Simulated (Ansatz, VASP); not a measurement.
## One calculation of SiC, two programs

```
Si C
1.0
     0.00000    2.02967    2.02967
     2.02967    0.00000    2.02967
     2.02967    2.02967    0.00000
Si C
1 1
Direct
  0.00000 0.00000 0.00000
  0.50000 0.50000 0.50000
```

Alike in both runs: functional PBE; k mesh 13 × 13 × 13; occupations fermi-dirac, width 0.05 eV; no spin polarisation.

Ansatz relaxed the structure, and its values are those at the end. VASP's run is a single point on that final structure, the one shown.

|  | VASP | Ansatz |
| --- | --- | --- |
| version | VASP 6.6.1 | Ansatz 0.2.0 |
| potentials or method | VASP PAW PBE potentials, release 64 (Si, C) | PAW with Ansatz's default frozen-core files, scalar-relativistic |
| plane-wave cutoff (eV) | 520 | 420 |
| valence electrons in the cell | 8 | 8 |

```csv
,VASP,Ansatz,Ansatz less VASP
pressure (GPa),0.2,0.0,-0.17
```
